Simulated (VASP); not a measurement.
# B2P3 in VASP: a series of runs, part 2 of 2

VASP 6.6.1. Earlier steps stand in the parts before.

## 5. Single point, PBE

INCAR

```
PREC     = Accurate       # precision mode
ENCUT    = 420            # plane-wave cutoff, eV
EDIFF    = 1E-6           # SCF threshold, eV
ISMEAR   = -1             # smearing method
SIGMA    = 0.05           # smearing width, eV
LREAL    = Auto         
LASPH    = True           # aspherical terms in the spheres
NELM     = 120            # most SCF steps
ALGO     = Normal         # electronic algorithm
ISIF     = 2              # what is computed and relaxed
LWAVE    = False          # write WAVECAR
LCHARG   = False          # write CHGCAR
GGA      = PE             # functional
ISYM     = -1           
NBANDS   = 70             # bands
GGA_COMPAT= False
```

KPOINTS

```
explicit points
1
Reciprocal
  0.25000000   0.25000000   0.25000000 1
```

POSCAR

```
B2P3
1.0
    7.0141520000      0.0701380000     -0.0048670000
    0.0701380000      7.2226980000      0.0539610000
   -0.0048670000      0.0539610000      7.2453270000
P B
15 10
Direct
    0.3073512256      0.7576737533      0.6792553386
    0.5920571785      0.9403280939      0.8795509848
    0.6285146887      0.3490700923      0.2060076529
    0.0954850374      0.0301548581      0.8495105244
    0.5766038690      0.9453539665      0.3569792068
    0.8401802684      0.8973757150      0.1578483437
    0.8848447383      0.2675509029      0.8906875045
    0.5598507025      0.6822852469      0.4820315217
    0.1230687136      0.6887170458      0.4483048336
    0.0730666438      0.1779964021      0.3975462738
    0.3148387731      0.9205162914      0.1619440145
    0.2007634237      0.3430673748      0.1822948580
    0.8608724558      0.5654928554      0.5760829437
    0.3303153678      0.2098289938      0.7567666804
    0.1584121623      0.4923810822      0.7469919048
    0.7097677797      0.1346143300      0.0478059190
    0.6775157416      0.4913499405      0.8526188997
    0.8302293613      0.3270785321      0.4354981137
    0.4416206607      0.7322569993      0.0239329499
    0.0780209107      0.9337915842      0.3050751747
    0.8357048508      0.6420746931      0.0570547586
    0.0043582356      0.4876206608      0.0043281294
    0.5820287014      0.5602891127      0.0563669484
    0.2801470415      0.1536207191      0.0202551173
    0.7364736962      0.3471029650      0.6820540183
```

Potentials or basis: VASP PAW PBE potentials, release 64 (P, B).

On the command line:

```console
$ cat potpaw_PBE.64/P/POTCAR potpaw_PBE.64/B/POTCAR > POTCAR
$ mpirun -np 1 vasp_std > vasp.out
```

OUTCAR:

```text
PREC = Accurate
   ENCUT = 420
   EDIFF = 1E-6
   ISMEAR = -1
   LREAL = Auto
   LASPH = True
   NELM = 120
   ISIF = 2
   GGA = PE
   ISYM = -1

 ion  position               nearest neighbor table
   1  0.307  0.758  0.679-   9 2.18  15 2.25   8 2.34   4 2.75   2 2.83
   2  0.592  0.940  0.880-  16 2.06  19 2.12   6 2.67  14 2.78   1 2.83  11 2.83
   3  0.629  0.349  0.206-  23 1.88  16 2.01  18 2.18
   4  0.095  0.030  0.850-  24 2.02  14 2.22   7 2.26   1 2.75  11 2.83
   5  0.577  0.945  0.357-   8 2.10  11 2.33   6 2.37
[... 251 lines left out ...]
  Total       -7.1849860     -5.3071042     -0.2236627      2.3820996     -9.8888023     -0.4806703
  in kB      -31.3668191    -23.1687267     -0.9764231     10.3993085    -43.1706160     -2.0984174
  external PRESSURE =     -18.5039896 kB  Pullay stress =       0.0000000 kB

 VOLUME and BASIS-vectors are now :
 -----------------------------------------------------------------------------
  energy-cutoff  :      420.00
  volume of cell :      367.00
      direct lattice vectors                 reciprocal lattice vectors
     7.014152000  0.070138000 -0.004867000     0.142582836 -0.001385383  0.000106097
     0.070138000  7.222698000  0.053961000    -0.001385383  0.138473583 -0.001032240
    -0.004867000  0.053961000  7.245327000     0.000106097 -0.001032240  0.138027755

 POSITION                                       TOTAL-FORCE (eV/Angst)
 -----------------------------------------------------------------------------------
      2.20564      5.53066      4.96082         0.535260     -0.173977      0.797422
      4.21445      6.88069      6.42049        -0.222611      0.332156     -0.000584
      4.43198      2.57643      1.50837         0.289137     -1.375369      1.415877
      0.66773      0.27034      6.15614        -0.123321      0.651828     -0.096562
      4.10895      6.88771      2.63464         0.841238      1.188222     -0.271108
      5.95532      6.54892      1.18800        -0.362937      0.542423      0.561477
[... 17 lines left out ...]
      1.97567      1.13030      0.15368        -0.385488     -0.784955     -0.556322
      5.18676      2.59548      4.95685        -0.159708     -0.227933     -0.486595
 -----------------------------------------------------------------------------------
    total drift:                                0.000480     -0.003273      0.000733

  FREE ENERGIE OF THE ION-ELECTRON SYSTEM (eV)
  ---------------------------------------------------
  free  energy   TOTEN  =      -137.7379744028 eV

  energy  without entropy=     -137.6590757691  energy(sigma->0) =     -137.69852509
```

OSZICAR:

```text
N       E                     dE             d eps       ncg     rms          rms(c)
DAV:   1     0.322883296143E+03    0.32288E+03   -0.39548E+04   140   0.109E+03
DAV:   2    -0.116154805060E+03   -0.43904E+03   -0.42174E+03   170   0.203E+02
DAV:   3    -0.145801813796E+03   -0.29647E+02   -0.28927E+02   176   0.510E+01
DAV:   4    -0.146641046015E+03   -0.83923E+00   -0.83022E+00   176   0.916E+00
DAV:   5    -0.146673222801E+03   -0.32177E-01   -0.32118E-01   176   0.165E+00    0.244E+01
DAV:   6    -0.137794729877E+03    0.88785E+01   -0.25679E+01   168   0.183E+01    0.145E+01
DAV:   7    -0.137845132667E+03   -0.50403E-01   -0.10955E+01   168   0.931E+00    0.664E+00
DAV:   8    -0.137742039659E+03    0.10309E+00   -0.73909E-01   168   0.298E+00    0.253E+00
DAV:   9    -0.137735489497E+03    0.65502E-02   -0.12400E-01   168   0.116E+00    0.926E-01
DAV:  10    -0.137737089426E+03   -0.15999E-02   -0.11781E-02   184   0.358E-01    0.381E-01
DAV:  11    -0.137737746141E+03   -0.65672E-03   -0.18756E-03   168   0.142E-01    0.122E-01
DAV:  12    -0.137737916491E+03   -0.17035E-03   -0.28547E-04   168   0.577E-02    0.461E-02
DAV:  13    -0.137737955625E+03   -0.39134E-04   -0.51853E-05   160   0.247E-02    0.235E-02
DAV:  14    -0.137737970107E+03   -0.14483E-04   -0.18684E-05   152   0.139E-02    0.990E-03
DAV:  15    -0.137737973819E+03   -0.37114E-05   -0.40088E-06   160   0.652E-03    0.422E-03
DAV:  16    -0.137737974403E+03   -0.58413E-06   -0.77447E-07    96   0.302E-03
   1 F= -.13773797E+03 E0= -.13769853E+03  d E =-.788986E-01
```

stdout:

```text
POSCAR found type information on POSCAR P B
 POSCAR found :  2 types and      25 ions
 scaLAPACK will be used
 LDA part: xc-table for (Slater+PW92), standard interpolation
 POSCAR, INCAR and KPOINTS ok, starting setup
 FFT: planning ... GRIDC
 FFT: planning ... GRID_SOFT
 FFT: planning ... GRID
 WAVECAR not read
 entering main loop
```

It took 89 s on 1 thread of Intel Xeon 8259CL, shared host; peak memory 0.32 GiB.

What came out:

```yaml
Free_energy: -137.7380 eV
Pressure: -1.9 GPa
Largest_force: 2.615 eV/Å
Band_gap_on_the_k_mesh: zero (an odd number of electrons rules out a gap without spin polarisation)
```

Forces on the atoms (eV/Å):
```
P    0.535 -0.174  0.797
P   -0.223  0.332 -0.001
P    0.289 -1.375  1.416
P   -0.123  0.652 -0.097
P    0.841  1.188 -0.271
P   -0.363  0.542  0.561
P    0.051 -1.186  0.557
P   -0.240 -1.467  0.625
P   -0.470  1.262 -1.047
P   -0.892  1.358  1.137
P    0.137  0.222 -0.607
P   -0.453  0.921 -0.965
P    0.123  0.574 -0.943
P    0.670 -0.155  0.139
P   -0.260 -0.544  1.650
B    0.498 -0.719  0.081
B    0.054  0.007 -0.352
B   -1.134  0.190  0.954
B   -0.032  2.556 -0.495
B   -0.512 -1.309  0.103
B   -1.823 -0.144 -0.407
B    1.686 -1.266 -0.430
B    2.184 -0.454 -1.364
B   -0.385 -0.785 -0.556
B   -0.160 -0.228 -0.487
```

Levels at points of the mesh, in eV from the Fermi level:
```tsv
k point	band 50	band 51	band 52	band 53	band 54	band 55	band 56	band 57
(0.25, 0.25, 0.25)	-0.69	-0.45	-0.20	0.00	0.65	0.81	1.05	1.25
```

Caveat: the atoms stand as in a frame of molecular dynamics; an odd number of electrons without spin polarisation forces a metal; a magnetic or distorted state may lie lower.

## 6. Summary

| cell | smearing | gap on the mesh (eV) | pressure (GPa) | largest force (eV/Å) |
| --- | --- | --- | --- | --- |
| as given, atomic positions A | fermi-dirac 0.1379 eV | none | 3.3 | 4.24 |
| as given, atomic positions B | fermi-dirac 0.1379 eV | none | 0.1 | 3.59 |
| as given, atomic positions C | fermi-dirac 0.1379 eV | none | -3.3 | 3.51 |
| as given, atomic positions D | fermi-dirac 0.05 eV | none | -1.9 | 2.61 |

Alike in all rows: task single point; level PBE; potentials or basis VASP PAW PBE potentials, release 64 (P, B); no spin polarisation; k mesh 1 × 1 × 1, shifted; cutoff (eV) 420.

Caveats: the atoms stand as in a frame of molecular dynamics; an odd number of electrons without spin polarisation forces a metal; a magnetic or distorted state may lie lower.

Absolute energies hang on the potentials; compare differences alone.
